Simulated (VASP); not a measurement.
Ge: relaxation of cell and atoms with PBE

Ge:

```xyz
4
Lattice="3.9976 0.0000 0.0000 -1.9988 3.4620 0.0000 0.0000 0.0000 6.5994" Properties=species:S:1:pos:R:3 pbc="T T T"
Ge    0.0000    2.3080    6.1843
Ge    1.9988    1.1540    2.8846
Ge    0.0000    2.3080    3.7148
Ge    1.9988    1.1540    0.4151
```

This isn't the form of Ge at room conditions, which is diamond.

```json
{
  "Program": "VASP 6.6.1",
  "Task": "relaxation of cell and atoms",
  "Functional": "PBE",
  "Potentials or basis": "VASP PAW PBE potentials, release 64 (Ge_d)",
  "Cutoff": "600 eV",
  "k mesh": "8 × 8 × 4",
  "Occupations": "fermi-dirac, width 0.05 eV",
  "Spin": "no spin polarisation",
  "Dipole correction": "no",
  "Further INCAR settings": "ALGO = Normal; EDIFF = 1e-06; IBRION = 2; EDIFFG = -0.01; NSW = 60; ISIF = 3"
}
```

- Relaxed volume: 23.89 Å³/atom
- Relaxed cell: a = 4.062 Å, b = 4.062 Å, c = 6.686 Å, α = 90.00°, β = 90.00°, γ = 120.00°
- Space group after relaxing (to 0.1 Å): P6_3/mmc (No. 194)
- Energy gained by relaxing: 9.2 meV/atom
- Ionic steps: 12
- Pressure after relaxing: 0.0 GPa
- Largest force after relaxing: 0.005 eV/Å
- Band gap on the k mesh: 0.11 eV (least direct gap 0.21 eV)

Forces in eV/Å, atoms in the order of the input:
```
Ge   0.000  0.000  0.005
Ge   0.000  0.000  0.005
Ge   0.000  0.000 -0.005
Ge   0.000  0.000 -0.005
```

Stress tensor (GPa, compression positive):
```
-0.06  0.00  0.00
 0.00 -0.06  0.00
 0.00  0.00  0.02
```

The path:
```
step  energy change (eV)  largest force (eV/Å)  pressure (GPa)  volume (Å³)
   1              0.0000                0.0141            2.87        91.33
   2             -0.0332                0.0374           -0.84        96.85
   3             -0.0366                0.0238           -0.10        95.51
   4             -0.0365                0.0226            0.18        95.36
   5             -0.0366                0.0028            0.09        95.40
   6             -0.0366                0.0042            0.03        95.41
   7             -0.0367                0.0090            0.08        95.46
   8             -0.0367                0.0107           -0.03        95.47
   9             -0.0367                0.0083            0.09        95.46
  10             -0.0367                0.0100            0.06        95.46
  11             -0.0367                0.0102            0.03        95.47
  12             -0.0367                0.0055           -0.03        95.56
```

Final structure:
```cif
data_structure
_symmetry_space_group_name_H-M 'P 1'
_symmetry_Int_Tables_number 1
_cell_length_a 4.0624
_cell_length_b 4.0624
_cell_length_c 6.6863
_cell_angle_alpha 90.000
_cell_angle_beta 90.000
_cell_angle_gamma 120.000
_cell_volume 95.56
loop_
_atom_site_label
_atom_site_type_symbol
_atom_site_fract_x
_atom_site_fract_y
_atom_site_fract_z
_atom_site_occupancy
Ge1 Ge 0.33333 0.66667 0.93726 1
Ge2 Ge 0.66667 0.33333 0.43726 1
Ge3 Ge 0.33333 0.66667 0.56274 1
Ge4 Ge 0.66667 0.33333 0.06274 1
```

Levels at points of the mesh, in eV from the valence-band top:
```tsv
k point	band 26	band 27	band 28	band 29	band 30	band 31
(0.00, 0.00, 0.00)	-0.27	-0.08	0.00	0.24	0.24	2.39
(0.50, 0.00, 0.00)	-2.78	-2.50	-1.24	0.71	1.66	3.72
(0.00, 0.00, 0.50)	-0.69	-0.69	-0.69	0.66	0.66	3.46
(0.50, 0.00, 0.50)	-2.28	-2.16	-2.16	0.65	0.65	2.30
```

Run time: 15 min on 1 thread of Intel Xeon 8259CL (shared host), peak memory 0.24 GiB.

A k mesh can miss the band edges.
